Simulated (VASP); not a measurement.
The system is Sn.

```
CELL_PARAMETERS angstrom
-0.10804 3.27496 3.27496
3.27496 -0.10804 3.27496
3.27496 3.27496 -0.10804
ATOMIC_POSITIONS crystal
Sn 0.99717 0.99717 0.99717
Sn 0.25283 0.25283 0.25283
```

This cell differs from its parent crystal: epitaxial 111 strain +3.0%.

Base run:

```yaml
Program: VASP 6.6.1
Functional: r2SCAN
Potentials_or_basis: VASP PAW PBE potentials, release 64 (Sn_d)
Cutoff: 520 eV
k_mesh: 6 × 6 × 6
Occupations: fermi-dirac, width 0.02 eV
Spin: no spin polarisation
```

Its results: band gap on the k mesh zero (bands 14 and 15 overlap by 0.33 eV); pressure -1.5 GPa.

Problem. The run is repeated on the same cell with these changes: functional from r2SCAN to PBE. What comes out?

Solution. Band gap on the k mesh zero (bands 14 and 15 overlap by 0.51 eV); pressure 0.0 GPa.

Caveats: spin-orbit coupling is left out, which moves the levels of the heavy elements; the PAW data sets were made with another functional, which shifts forces and pressure a little (at least some runs).
